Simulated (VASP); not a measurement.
Wanted: the native input for a VASP 6.6.1 run.

```yaml
Task: single point
Functional: PBE
Potentials_or_basis: VASP PAW PBE potentials, release 64 (K_sv, Ta_pv, O)
Cutoff: 520 eV
k_mesh: 4 × 4 × 2
Occupations: gaussian, width 0.1 eV
Spin: collinear spin
Starting_moments: "[0.0, 0.0, 0.0, 1.0, 0.0, 0.0, 0.0] μB"
Dipole_correction: no
Further_INCAR_settings: ALGO = Normal; EDIFF = 1e-06; NBANDS = 41
```

The structure of K3TaO3 lies in POSCAR:

```
K3TaO3
1.0
    3.9631679382      0.0000000000      0.0000000000
    0.0000000000      3.9631679382      0.0000000000
    0.0000000000      0.0000000000     11.5150185882
K Ta O
3 1 3
Direct
    0.0000000000      0.0000000000      0.5217998754
    0.5000000000      0.5000000000      0.2158375632
    0.5000000000      0.5000000000      0.8212310848
    0.0000000000      0.0000000000      0.0248017731
    0.0000000000      0.0000000000      0.1826432083
    0.0000000000      0.5000000000      0.9918432476
    0.5000000000      0.0000000000      0.9918432476
```

The input as run:

INCAR

```
SYSTEM = K3TaO3
PREC = Accurate ; ENCUT = 520
EDIFF = 1E-6 ; ISMEAR = 0
SIGMA = 0.1 ; LREAL = .False.
LASPH = .True. ; NELM = 150
ALGO = Normal ; ISIF = 2
LWAVE = .False. ; LCHARG = .False.
ISPIN = 2 ; MAGMOM = 0 0 0 1 0 0 0
LORBIT = 11 ; LMAXMIX = 4
GGA = PE ; NBANDS = 41
```

KPOINTS

```
Automatic mesh
0
Gamma
  4 4 2
  0 0 0
```

Potentials or basis: VASP PAW PBE potentials, release 64 (K_sv, Ta_pv, O).

Command:

```sh
$ cat potpaw_PBE.64/K_sv/POTCAR potpaw_PBE.64/Ta_pv/POTCAR potpaw_PBE.64/O/POTCAR > POTCAR
$ mpirun -np 1 vasp_std > vasp.out
```

It gave:

- Pressure: 0.5 GPa
- Largest force: 0.606 eV/Å
- Net moment: 0.64 μB per cell
- Site moments: K +0.01, +0.03 (each value once); Ta +0.05; O +0.01, +0.00 (each value once) μB
- Valence electrons inside the program's atomic spheres: K 7.55, 7.57, 7.58; Ta 8.88; O 5.01, 5.05 (each value once)

Caveat: the k points lie up to 0.40 Å⁻¹ apart; a moment this small can come from the mesh or the smearing.

Run time: 2.6 min on 1 thread of Intel(R) Xeon(R) Platinum 8488C (Sapphire Rapids) (shared host), peak memory 0.41 GiB.
